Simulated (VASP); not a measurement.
Co:

```
Co
1.0
     2.47200    0.00000    0.00000
    -1.23600    2.14081    0.00000
     0.00000    0.00000    4.02114
Co
2
Direct
  0.66667 0.33333 0.75000
  0.33333 0.66667 0.25000
```

Base run:

* Program: VASP 6.6.1
* Functional: PBE
* Potentials or basis: VASP PAW PBE potentials, release 64 (Co)
* Cutoff: 520 eV
* k mesh: 12 × 12 × 7
* Occupations: gaussian, width 0.012 eV
* Spin: collinear spin, ferromagnetic start
* Starting moments: [2.0, 2.0] μB

Its results: pressure 4.1 GPa; net moment 3.22 μB per cell; site moments Co +1.62 μB.

Task: The run is repeated on the same cell with these changes: k mesh from 12 × 12 × 7 to 10 × 10 × 6; occupations from gaussian, width 0.012 eV to methfessel-paxton, width 0.025 eV. What comes out?

Result: Pressure 4.7 GPa; net moment 3.30 μB per cell; site moments Co +1.66 μB.
